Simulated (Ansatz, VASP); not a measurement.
Ge: VASP beside Ansatz

```xyz
2
Lattice="1.5187 -2.6482 0.0000 1.5187 2.6482 0.0000 0.0000 0.0000 4.5385" Properties=species:S:1:pos:R:3 pbc="T T T"
Ge    1.5187    0.8821    1.1346
Ge    1.5187   -0.8821    3.4039
```

Change from the starting cell: strain_z_fixed_volume = -0.04.

Alike in both runs: functional PBEsol; k mesh 10 × 10 × 6; occupations fermi-dirac, width 0.05 eV; no spin polarisation.

|  | VASP | Ansatz |
| --- | --- | --- |
| version | VASP 6.6.1 | Ansatz 0.2.0 |
| potentials or method | VASP PAW PBE potentials, release 64 (Ge_d), cutoff 520 eV | all-electron LAPW, scalar-relativistic |
| task | single point | band structure |

```tsv
	VASP	Ansatz	Ansatz less VASP
gap on the k mesh at the Fermi level (eV)	none	none	-
pressure (GPa)	0.6	0.6	0.00
traceless stress, the component that is largest in VASP (GPa)	5.17	5.17	-0.006
rms of the force components (eV/Å)	0.004	0.004	0.0000
```

VASP's potentials were made for PBE, not for PBEsol. Atom by atom the forces differ by 0.000 eV/Å (rms over components). A gap of «none» marks a metal or a gap that the smearing closes. Ansatz ran all-electron here, and VASP with PAW potentials.
